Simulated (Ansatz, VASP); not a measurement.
**Two plane-wave programs on Si**

The input INCAR:

```
SYSTEM = Si
ALGO = Normal
EDIFF = 1E-6
ENCUT = 500
GGA = PE
GGA_COMPAT = .FALSE.
ISIF = 2
ISMEAR = 0
LASPH = .TRUE.
LCHARG = .FALSE.
LREAL = .FALSE.
LWAVE = .FALSE.
NBANDS = 16
NELM = 120
PREC = Accurate
SIGMA = 0.05
```

KPOINTS

```
k-points
0
G
  12 12 6
  0 0 0
```

The input POSCAR:

```
Si
1.0
    4.1593830907      0.0000000000      0.0000000000
   -2.0796915454      3.6021314206      0.0000000000
    0.0000000000      0.0000000000      6.6196236100
Si
4
Direct
    0.3333333333      0.6666666667      0.0629309399
    0.6666666667      0.3333333333      0.5629309399
    0.3333333333      0.6666666667      0.4370690601
    0.6666666667      0.3333333333      0.9370690601
```

Input for Ansatz:

```yaml
crystal:
  lattice:
    - [4.1593830907, 0.0, 0.0]
    - [-2.0796915454, 3.6021314206, 0.0]
    - [0.0, 0.0, 6.61962361]
  atoms:
    - { symbol: Si, position: [0.3333333333, 0.6666666667, 0.0629309399] }
    - { symbol: Si, position: [0.6666666667, 0.3333333333, 0.5629309399] }
    - { symbol: Si, position: [0.3333333333, 0.6666666667, 0.4370690601] }
    - { symbol: Si, position: [0.6666666667, 0.3333333333, 0.9370690601] }
basis:
  ecutwfc: 420
kpoints:
  mp_grid: { grid: [12, 12, 6] }
hamiltonian:
  xc: pbe
scf:
  occupations: { method: gaussian, width: 0.05 }
output:
  forces: true
  stress: true
  eigenvalues: true
```

Change from the starting cell: strain +0.080 along x and y, +0.040 along z, atoms carried along.

Alike in both runs: task single point; functional PBE; k mesh 12 × 12 × 6; occupations gaussian, width 0.05 eV; no spin polarisation.

```csv
,VASP,Ansatz
version,VASP 6.6.1,Ansatz 0.2.0
potentials or method,"VASP PAW PBE potentials, release 64 (Si), cutoff 500 eV","scalar-relativistic, plane waves, PAW"
valence electrons in the cell,16,16
```

VASP gave:

```
gap on the k mesh at the Fermi level (eV)                     : 0.14
least direct gap on the mesh (eV)                             : 0.14
pressure (GPa)                                                : -11.0
traceless stress, the component that is largest in VASP (GPa) : 3.15
rms of the force components (eV/Å)                            : 0.115
```

Task: Which values does Ansatz return?

Result: gap on the k mesh at the Fermi level (eV): 0.14; least direct gap on the mesh (eV): 0.14; pressure (GPa): -11.0; traceless stress, the component that is largest in VASP (GPa): 3.14; rms of the force components (eV/Å): 0.116.

Atom by atom the forces differ by 0.001 eV/Å (rms over components).
